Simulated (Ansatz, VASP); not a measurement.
**One calculation of SbS3, two programs**

```
Sb S
1.0
     5.51801    0.00000    0.00000
    -2.75900    4.77873    0.00000
     0.00000    0.00000    3.27045
Sb S
1 3
Direct
  0.00000 0.00000 0.50000
  0.50000 0.00000 0.50000
  0.00000 0.50000 0.50000
  0.50000 0.50000 0.50000
```

Alike in both runs: task relaxation of cell and atoms; functional PBE; k mesh 12 × 12 × 14; occupations gaussian, width 0.1 eV; no spin polarisation.

|  | VASP | Ansatz |
| --- | --- | --- |
| version | VASP 6.6.1 | Ansatz 0.2.0 |
| potentials or method | VASP PAW PBE potentials, release 64 (Sb, S), cutoff 600 eV | scalar-relativistic, plane waves, PAW |
| valence electrons in the cell | 23 | 33 |

```csv
,VASP,Ansatz,Ansatz less VASP
"gap on the k mesh at the Fermi level, each at its own relaxed structure (eV)",none,none,-
relaxed volume (Å³/atom),21.49,21.50,+0.005
relaxed length of the cell vector where the two differ most in proportion (Å),3.268,3.258,-0.0105
```

A gap of «none» marks a metal or a gap that the smearing closes. VASP's potentials hold 23 valence electrons a cell and Ansatz's 33, so a difference there can come from the potentials and not from the codes.

Spin-orbit coupling is off throughout.
